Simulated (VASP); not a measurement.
Input of a VASP 6.6.1 run:

File INCAR:

```
SYSTEM = C
PREC     = Accurate       ! precision mode
ENCUT    = 600            ! plane-wave cutoff, eV
EDIFF    = 1E-6           ! SCF threshold, eV
ISMEAR   = 0              ! smearing method
SIGMA    = 0.02           ! smearing width, eV
LREAL    = .False.        ! projectors in reciprocal space
LASPH    = .True.         ! aspherical terms in the spheres
NELM     = 120            ! most SCF steps
ALGO     = Normal         ! electronic algorithm
ISIF     = 2              ! what is computed and relaxed
LWAVE    = .False.        ! write WAVECAR
LCHARG   = .False.        ! write CHGCAR
GGA      = PS             ! functional
NBANDS   = 11             ! bands
GGA_COMPAT= .False.
```

File KPOINTS:

```
Automatic mesh
0
Gamma
  10 10 10
  0 0 0
```

The input POSCAR:

```
C
1.0
    0.0000000000      1.7946008943      1.7722606641
    1.7946008943      0.0000000000      1.7722606641
    1.7946008943      1.7946008943      0.0000000000
C
2
Direct
    0.0000000000      0.0000000000      0.0000000000
    0.2500000000      0.2500000000      0.2500000000
```

Potentials or basis: VASP PAW PBE potentials, release 64 (C).

Launch:

```bash
$ cat potpaw_PBE.64/C/POTCAR > POTCAR
$ mpirun -np 1 vasp_std > vasp.out
```

Predict the pressure.

-7.1 GPa.

Predict the band gap on the k mesh.

3.70 eV (least direct gap 5.30 eV).

Stress tensor (GPa, compression positive):
```
-10.88   0.00   0.00
  0.00 -10.88   0.00
  0.00   0.00   0.42
```

Caveat: the cell differs from its parent crystal (strained cell); the cell stands under tension; the PAW data sets were made with another functional, which shifts forces and pressure a little. A k mesh can miss the band edges.
